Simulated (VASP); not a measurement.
The system is Sr.

```
CELL_PARAMETERS angstrom
0.00000 3.04235 3.04235
3.04235 0.00000 3.04235
3.04235 3.04235 0.00000
ATOMIC_POSITIONS crystal
Sr 0.00000 0.00000 0.00000
```

- Program: VASP 6.6.1
- Task: relaxation of cell and atoms
- Functional: LDA
- Potentials or basis: VASP PAW LDA potentials, release 64 (Sr_sv)
- Cutoff: 600 eV
- k mesh: 13 × 13 × 13
- Occupations: fermi-dirac, width 0.05 eV
- Spin: no spin polarisation

At the start: pressure -1.6 GPa; volume 56.32 Å³/atom.

Question: How do energy, volume and symmetry change on relaxing?

Answer: Over 3 steps the energy falls by 42.6 meV/atom and the volume is 48.85 Å³/atom (-13.3 %); space group Fm-3m (No. 225, to 0.05 Å).

The path:
```
step  energy change (eV)  largest force (eV/Å)  pressure (GPa)  volume (Å³)
   1              0.0000                0.0000           -1.59        56.32
   2             -0.0339                0.0000           -0.82        51.89
   3             -0.0426                0.0000           -0.09        48.85
```

Final structure:
```cif
data_structure
_symmetry_space_group_name_H-M 'P 1'
_symmetry_Int_Tables_number 1
_cell_length_a 4.1032
_cell_length_b 4.1032
_cell_length_c 4.1032
_cell_angle_alpha 60.000
_cell_angle_beta 60.000
_cell_angle_gamma 60.000
_cell_volume 48.85
loop_
_atom_site_label
_atom_site_type_symbol
_atom_site_fract_x
_atom_site_fract_y
_atom_site_fract_z
_atom_site_occupancy
Sr1 Sr 0.00000 0.00000 0.00000 1
```

Caveat: the volume moved by -13 % from the deposited cell, more than functionals usually miss.
